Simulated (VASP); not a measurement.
# Ti (Fm-3m) in VASP: a series of runs, part 2 of 2

VASP 6.6.1. Earlier steps stand in the parts before.

## (5) Single point, PBE (volume scaled by 0.98)

Contents of INCAR:

```
SYSTEM = Ti
  PREC = Accurate
  ENCUT = 520
  EDIFF = 1E-6
  ISMEAR = -1
  SIGMA = 0.05
  LREAL = .False.
  LASPH = .True.
  NELM = 80
  ALGO = Fast
  ISIF = 2
  LWAVE = .False.
  LCHARG = .False.
  GGA = PE
  NBANDS = 12
```

Contents of KPOINTS:

```
Automatic mesh
0
Gamma
  11 11 11
  0 0 0
```

Contents of POSCAR:

```
Ti
1.0
    0.0000000000      2.0163754284      2.0163754284
    2.0163754284      0.0000000000      2.0163754284
    2.0163754284      2.0163754284      0.0000000000
Ti
1
Direct
    0.0000000000      0.0000000000      0.0000000000
```

Potentials or basis: VASP PAW PBE potentials, release 64 (Ti_sv).

Run with:

```bash
$ cat potpaw_PBE.64/Ti_sv/POTCAR > POTCAR
$ mpirun -np 1 vasp_std > vasp.out
```

OUTCAR:

```text
SYSTEM = Ti
   PREC = Accurate
   ENCUT = 520
   EDIFF = 1E-6
   ISMEAR = -1
   LREAL = .False.
   LASPH = .True.
   NELM = 80
   ISIF = 2
   GGA = PE

 ion  position               nearest neighbor table
   1  0.000  0.000  0.000-

  LATTYP: Found a face centered cubic cell.
 ALAT       =     4.0327508568

  Lattice vectors:

 A1 = (   0.0000000000,   2.0163754284,   2.0163754284)
 A2 = (   2.0163754284,   0.0000000000,   2.0163754284)
 A3 = (   2.0163754284,   2.0163754284,   0.0000000000)

Analysis of symmetry for initial positions (statically):
=====================================================================
 Subroutine PRICEL returns:
 Original cell was already a primitive cell.

 Routine SETGRP: Setting up the symmetry group for a
 face centered cubic supercell.

 Subroutine GETGRP returns: Found 48 space group operations
 (whereof 48 operations were pure point group operations)
 out of a pool of 48 trial point group operations.

The static configuration has the point symmetry O_h .

Analysis of symmetry for dynamics (positions and initial velocities):
=====================================================================
 Subroutine PRICEL returns:
 Original cell was already a primitive cell.

 Routine SETGRP: Setting up the symmetry group for a
 face centered cubic supercell.

 Subroutine GETGRP returns: Found 48 space group operations
 (whereof 48 operations were pure point group operations)
 out of a pool of 48 trial point group operations.

The dynamic configuration has the point symmetry O_h .

 Subroutine INISYM returns: Found 48 space group operations
 (whereof 48 operations are pure point group operations),
 and found     1 'primitive' translations

----------------------------------------------------------------------------------------

                                     Primitive cell

  volume of cell :      16.3962

  direct lattice vectors                    reciprocal lattice vectors
     0.000000000  2.016375428  2.016375428    -0.247969695  0.247969695  0.247969695
     2.016375428  0.000000000  2.016375428     0.247969695 -0.247969695  0.247969695
     2.016375428  2.016375428  0.000000000     0.247969695  0.247969695 -0.247969695

  length of vectors
     2.851585478  2.851585478  2.851585478     0.429496110  0.429496110  0.429496110

  position of ions in fractional coordinates (direct lattice)
     0.000000000  0.000000000  0.000000000

  ion indices of the primitive-cell ions
   primitive index   ion index
                 1           1

----------------------------------------------------------------------------------------

 KPOINTS: Automatic mesh

Automatic generation of k-mesh.
 Grid dimensions read from file:
 generate k-points for:   11   11   11

 Generating k-lattice:

  Cartesian coordinates                     Fractional coordinates (reciprocal lattice)
    -0.022542700  0.022542700  0.022542700     0.090909091  0.000000000  0.000000000
     0.022542700 -0.022542700  0.022542700     0.000000000  0.090909091  0.000000000
     0.022542700  0.022542700 -0.022542700     0.000000000  0.000000000  0.090909091

  Length of vectors
     0.039045101  0.039045101  0.039045101

  Shift w.r.t. Gamma in fractional coordinates (k-lattice)
     0.000000000  0.000000000  0.000000000

 Subroutine IBZKPT returns following result:
 ===========================================

 Found     56 irreducible k-points:

 Following reciprocal coordinates:
            Coordinates               Weight
  0.000000  0.000000  0.000000      1.000000
  0.090909  0.000000  0.000000      8.000000
  0.181818  0.000000  0.000000      8.000000
  0.272727  0.000000  0.000000      8.000000
  0.363636  0.000000  0.000000      8.000000
  0.454545  0.000000  0.000000      8.000000
[... 16 lines left out ...]
 -0.272727  0.181818  0.000000     24.000000
 -0.181818  0.181818  0.000000     12.000000
 [... further k-points ...]
   k-points           NKPTS =     56   k-points in BZ     NKDIM =     56   number of bands    NBANDS=     12
   number of dos      NEDOS =    301   number of ions     NIONS =      1
   total plane-waves  NPLWV =  13824
   dimension x,y,z NGX =    24 NGY =   24 NGZ =   24
   dimension x,y,z NGXF=    48 NGYF=   48 NGZF=   48
   ions per type =               1
   NGX,Y,Z   is equivalent  to a cutoff of  13.99, 13.99, 13.99 a.u.
   NGXF,Y,Z  is equivalent  to a cutoff of  27.98, 27.98, 27.98 a.u.
 SYSTEM =  Ti
   PREC   = accura    normal or accurate (medium, high low for compatibility)
   ISTART =      0    job   : 0-new  1-cont  2-samecut
   ICHARG =      2    charge: 1-file 2-atom 10-const
   ISPIN  =      1    spin polarized calculation?
   LNONCOLLINEAR =      F non collinear calculations
   LSORBIT =      F    spin-orbit coupling
   LASPH  =      T    aspherical Exc in radial PAW
   ENCUT  =  520.0 eV  38.22 Ry    6.18 a.u.   5.30  5.30  5.30*2*pi/ulx,y,z
   NELM   =     80;   NELMIN=  2; NELMDL= -5     # of ELM steps
   EDIFF  = 0.1E-05   stopping-criterion for ELM
   LREAL  =      F    real-space projection
[... 7 lines left out ...]
   TEBEG  =    0.0;   TEEND  =   0.0 temperature during run
   PSTRESS=    0.0 pullay stress
   NELECT =      12.0000    total number of electrons
   NUPDOWN=      -1.0000    fix difference up-down
   EMIN   =  10.00;   EMAX   =-10.00  energy-range for DOS
   EFERMI =   0.00;   METHOD = LEGACY
   ISMEAR =    -1;   SIGMA  =   0.05  broadening in eV -4-tet -1-fermi 0-gaus
   EFERMI_NEDOS =   21; number of points for ismear=-14 and -15
   IALGO  =     68    algorithm
   IMIX   =      4    mixing-type and parameters
     AMIX     =   0.40;   BMIX     =  1.00
     AMIX_MAG =   1.60;   BMIX_MAG =  1.00
  volume/ion in A,a.u.               =      16.40       110.65
  Fermi-wavevector in a.u.,A,eV,Ry     =   1.475323  2.787957 29.614151  2.176579
  Thomas-Fermi vector in A             =   2.589986
   LORBIT       =      0    0 simple, 1 ext, 2 COOP (PROOUT), +10 PAW based schemes
   GGA     = PE    functional components
   LHFCALC =     F    Hartree Fock is set to
   AEXX    =    0.0000 exact exchange contribution
   IVDW    =     0    specifies the selected vdW correction
   LEPSILON=     F    determine dielectric tensor
   LRPA    =     F    only Hartree local field effects (RPA)
 non-spin polarized calculation
 RMM-DIIS sequential band-by-band and
  energy-cutoff  :      520.00
  volume of cell :       16.40
 maximum number of plane-waves:       459
 NGX is ok and might be reduce to    24
   NGX = 11   NGY = 11   NGZ = 11

 number of electron      12.0000001 magnetization

 Free energy of the ion-electron system (eV)
  ---------------------------------------------------
  ext. energy  EPLUGINS =         0.00000000
  ---------------------------------------------------
  free energy    TOTEN  =        -7.76944818 eV

  energy without entropy =       -7.75911850  energy(sigma->0) =       -7.76428334

 E-fermi :   8.8486     XC(G=0): -11.7704

 val. band max:        8.7925627317   @ k =   0.1818   0.1818   0.0000
 cond. band min:       8.8669620394   @ k =   0.2727   0.0000   0.0000
 fundamental gap:      0.0743993078
 Fermi energy:         8.8485919237

 k-point     1 :       0.0000    0.0000    0.0000
  band No.  band energies     occupation
      1     -47.7536      2.00000
      2     -23.5408      2.00000
      3     -23.5408      2.00000
      4     -23.5408      2.00000
      5       2.6163      2.00000
      6       9.7657      0.00000
      7       9.7657      0.00000
      8       9.7657      0.00000
      9      11.5310      0.00000
     10      11.5310      0.00000
     11      24.4158      0.00000
     12      29.1741      0.00000

 k-point     2 :       0.0909    0.0000    0.0000
  band No.  band energies     occupation
      1     -47.7415      2.00000
      2     -23.6072      2.00000
      3     -23.5489      2.00000
      4     -23.5489      2.00000
      5       2.8970      2.00000
      6       9.5920      0.00000
      7       9.8652      0.00000
      8       9.8652      0.00000
      9      11.4675      0.00000
     10      11.4675      0.00000
     11      24.6528      0.00000
     12      27.3724      0.00000
[... 316 lines left out ...]
 k-point    24 :      -0.1818    0.1818    0.0000
  band No.  band energies     occupation
      1     -47.6516      2.00000
      2     -23.9873      2.00000
      3     -23.7236      2.00000
      4     -23.5915      2.00000
      5       5.1929      2.00000
      6       8.6340      1.97303
      7       9.6745      0.00000
      8      10.6986      0.00000
      9      10.7158      0.00000
     10      12.5620      0.00000
     11      22.8661      0.00000
     12      23.4392      0.00000

 [... further k-points ...]
[... 5 lines left out ...]
  --------------------------------------------------------------------------------------
  -------------------------------------------------------------------------------------
  Total        0.6466775      0.6466775      0.6466775     -0.0000000     -0.0000000      0.0000000
  in kB       63.1908472     63.1908472     63.1908472     -0.0000000     -0.0000000      0.0000000
  external PRESSURE =      63.1908472 kB  Pullay stress =       0.0000000 kB

 VOLUME and BASIS-vectors are now :
 -----------------------------------------------------------------------------
  energy-cutoff  :      520.00
  volume of cell :       16.40
      direct lattice vectors                 reciprocal lattice vectors
     0.000000000  2.016375428  2.016375428    -0.247969695  0.247969695  0.247969695
     2.016375428  0.000000000  2.016375428     0.247969695 -0.247969695  0.247969695
     2.016375428  2.016375428  0.000000000     0.247969695  0.247969695 -0.247969695

 POSITION                                       TOTAL-FORCE (eV/Angst)
 -----------------------------------------------------------------------------------
      0.00000      0.00000      0.00000        -0.000000     -0.000000      0.000000
 -----------------------------------------------------------------------------------
    total drift:                               -0.000000      0.000000      0.000000

  FREE ENERGIE OF THE ION-ELECTRON SYSTEM (eV)
  ---------------------------------------------------
  free  energy   TOTEN  =        -7.7694481790 eV

  energy  without entropy=       -7.7591185025  energy(sigma->0) =       -7.76428334
```

OSZICAR:

```text
N       E                     dE             d eps       ncg     rms          rms(c)
DAV:   1     0.870793188270E+02    0.87079E+02   -0.64961E+03  1344   0.122E+03
DAV:   2    -0.428983661349E+01   -0.91369E+02   -0.89308E+02  1356   0.299E+02
DAV:   3    -0.861958031768E+01   -0.43297E+01   -0.42841E+01  1956   0.643E+01
[... 12 lines left out ...]
RMM:  16    -0.776944045000E+01   -0.88588E-05   -0.79114E-05  1642   0.460E-02    0.428E-03
RMM:  17    -0.776944419838E+01   -0.37484E-05   -0.35527E-05  1539   0.339E-02    0.267E-03
RMM:  18    -0.776944635010E+01   -0.21517E-05   -0.21361E-05  1430   0.249E-02    0.108E-03
RMM:  19    -0.776944747720E+01   -0.11271E-05   -0.10616E-05  1239   0.178E-02    0.111E-03
RMM:  20    -0.776944817901E+01   -0.70181E-06   -0.67931E-06  1164   0.136E-02
   1 F= -.77694482E+01 E0= -.77642833E+01  d E =-.103297E-01
```

It took 8.8 s on 1 thread of Intel Xeon 6975P-C (Granite Rapids), shared host; peak memory 0.13 GiB.

Results:

```
Free energy            : -7.7694 eV
Pressure               : 6.3 GPa
Band gap on the k mesh : zero (band 6 reaches 9.77 eV, above the bottom of band 7 at 8.56 eV)
```

## (6) Overview

```csv
task,level,cell,cutoff (eV),gap on the mesh (eV),pressure (GPa)
relaxation of cell and atoms,PBEsol,"relaxed to 30 GPa from a = 2.871 Å, angles 60.0°, 1 atom",600,none,30.0
single point,PBE,"a = 2.812 Å, angles 60.0°, 1 atom",520,none,12.1
single point,PBE,"a = 2.832 Å, angles 60.0°, 1 atom",520,none,9.1
single point,PBE,"a = 2.852 Å, angles 60.0°, 1 atom",520,none,6.3
```

Alike in all rows: potentials or basis VASP PAW PBE potentials, release 64 (Ti_sv); no spin polarisation; k mesh 11 × 11 × 11; smearing fermi-dirac 0.05 eV.

Caveats: the cell is relaxed towards a set pressure, so the enthalpy falls and the energy may rise (some runs); the PAW data sets were made with another functional, which shifts forces and pressure a little (some runs).

Absolute energies hang on the potentials; compare differences alone.
